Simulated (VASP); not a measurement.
Write the native input for VASP 6.6.1 that does the following.

- Task: single point
- Functional: LDA
- Potentials or basis: VASP PAW LDA potentials, release 64 (Li_sv, Mg)
- Cutoff: 520 eV
- k mesh: 5 × 5 × 5
- Occupations: gaussian, width 0.1 eV
- Spin: no spin polarisation
- Dipole correction: no
- Further INCAR settings: ALGO = Normal; EDIFF = 1e-06; NBANDS = 16

The structure of LiMg5 lies in POSCAR:

```
LiMg5
1.0
    5.4729940000      0.0000000000      0.0000000000
   -2.7364970000      4.7397520000      0.0000000000
    0.0000000000      0.0000000000      5.0699560000
Li Mg
1 5
Direct
    0.0000000000      0.0000000000      0.5000000000
    0.0000000000      0.6714210000      0.0000000000
    0.6714210000      0.0000000000      0.0000000000
    0.3285790000      0.3285790000      0.0000000000
    0.6666666667      0.3333333333      0.5000000000
    0.3333333333      0.6666666667      0.5000000000
```

These files were run (other wordings do the same):

INCAR

```
  PREC = Accurate
  ENCUT = 520
  EDIFF = 1E-6
  ISMEAR = 0
  SIGMA = 0.1
  LREAL = False
  LASPH = True
  NELM = 80
  ALGO = Normal
  ISIF = 2
  LWAVE = False
  LCHARG = False
  NBANDS = 16
```

KPOINTS

```
regular mesh
0
Gamma
  5 5 5
```

Potentials or basis: VASP PAW LDA potentials, release 64 (Li_sv, Mg).

Launch:

```sh
$ cat potpaw_LDA.64/Li_sv/POTCAR potpaw_LDA.64/Mg/POTCAR > POTCAR
$ mpirun -np 1 vasp_std > vasp.out
```

It gave:

* Largest force: 0.072 eV/Å
* Band gap on the k mesh: zero (an odd number of electrons rules out a gap without spin polarisation)

Run time: 58 s on 1 thread of AMD EPYC 7R13 (shared host), peak memory 0.18 GiB.
